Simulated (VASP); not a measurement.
Write the native input for VASP 6.6.1 that does the following.

- Task: single point
- Functional: r2SCAN
- Potentials or basis: VASP PAW PBE potentials, release 64 (Ba_sv, Te)
- Cutoff: 520 eV
- k mesh: 6 × 6 × 6
- Occupations: gaussian, width 0.01 eV
- Spin: no spin polarisation
- Dipole correction: no
- Further INCAR settings: ALGO = Normal; EDIFF = 1e-06; NBANDS = 15

The system is BaTe.

```xyz
2
Lattice="3.5136 3.5136 0.0000 -3.5136 3.5136 0.0000 0.0000 3.5136 3.5376" Properties=species:S:1:pos:R:3 pbc="T T T"
Ba    0.0000    0.0000    0.0000
Te    0.0000    3.5136    0.0000
```

This cell differs from its parent crystal: film at in-plane strain -0.005.

These files were run (other wordings do the same):

POSCAR

```
BaTe
1.0
    3.5135592467      3.5135592467      0.0000000000
   -3.5135592467      3.5135592467      0.0000000000
    0.0000000000      3.5135592467      3.5375881823
Ba Te
1 1
Direct
    0.0000000000      0.0000000000      0.0000000000
    0.5000000000      0.5000000000      0.0000000000
```

INCAR.step1

```
ALGO = Normal
EDIFF = 1E-4
ENCUT = 520
GGA = PE
ISMEAR = 0
LASPH = T
LCHARG = F
LREAL = F
LWAVE = T
NBANDS = 15
NELM = 60
PREC = Accurate
SIGMA = 0.01
```

INCAR.step2

```
ALGO = Normal
EDIFF = 1E-6
ENCUT = 520
ISIF = 2
ISMEAR = 0
ISTART = 1
LASPH = T
LCHARG = F
LMIXTAU = T
LREAL = F
LWAVE = F
METAGGA = R2SCAN
NBANDS = 15
NELM = 60
PREC = Accurate
SIGMA = 0.01
```

KPOINTS

```
k-points
0
Gamma
  6 6 6
```

Potentials or basis: VASP PAW PBE potentials, release 64 (Ba_sv, Te).

Launch:

```sh
$ cat potpaw_PBE.64/Ba_sv/POTCAR potpaw_PBE.64/Te/POTCAR > POTCAR
$ cp INCAR.step1 INCAR
$ mpirun -np 1 vasp_std > vasp.out
$ cp INCAR.step2 INCAR
$ mpirun -np 1 vasp_std > vasp.out
```

It gave:

| Quantity | Value |
| --- | --- |
| Pressure | 0.6 GPa |
| Band gap on the k mesh | 1.91 eV (least direct gap 2.29 eV) |

Caveat: the cell differs from its parent crystal (film at in-plane strain -0.005); the PAW data sets were made with another functional, which shifts forces and pressure a little; spin-orbit coupling is left out, which moves the levels of the heavy elements.

It took 2.3 min on 1 thread of AMD EPYC 9R14 (Zen 4), with other jobs on the host, peak memory 0.24 GiB.
